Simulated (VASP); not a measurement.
MoS2, 3 atoms in the cell. Symmetry: P-3m1, No. 164, trigonal system. The conventional cell has a = 3.184 Å, b = 3.184 Å, c = 6.227 Å, α = 90.00°, β = 90.00°, γ = 120.00°. Mo (site symmetry -3m) has 6 S at 2.39 Å and 6 Mo at 3.18 Å within 3.2 Å. Within 3.2 Å of S (site symmetry 3m) lie 3 Mo at 2.39 Å and 6 S at 3.18 Å. 

- Program: VASP 6.6.1
- Task: single point
- Functional: revPBE
- Dispersion: D3(BJ)
- Potentials or basis: VASP PAW PBE potentials, release 64 (Mo_sv, S)
- Cutoff: 520 eV
- k mesh: 9 × 9 × 4
- Occupations: fermi-dirac, width 0.05 eV
- Spin: no spin polarisation
- Dipole correction: no
- Further INCAR settings: ALGO = Normal; EDIFF = 1e-06; NBANDS = 20

Potentials or basis: VASP PAW PBE potentials, release 64 (Mo_sv, S).

The run is started by

```console
$ cat potpaw_PBE.64/Mo_sv/POTCAR potpaw_PBE.64/S/POTCAR > POTCAR
$ mpirun -np 1 vasp_std > vasp.out
```

Hardware: 1 thread of Intel Xeon 8259CL, on a shared host.

Question: Estimate the wall time of this run.

Answer: Wall time 58 s on 1 thread of Intel Xeon 8259CL, on a shared host, peak memory 0.2 GiB. Counts: scf iterations 15, k points 43.
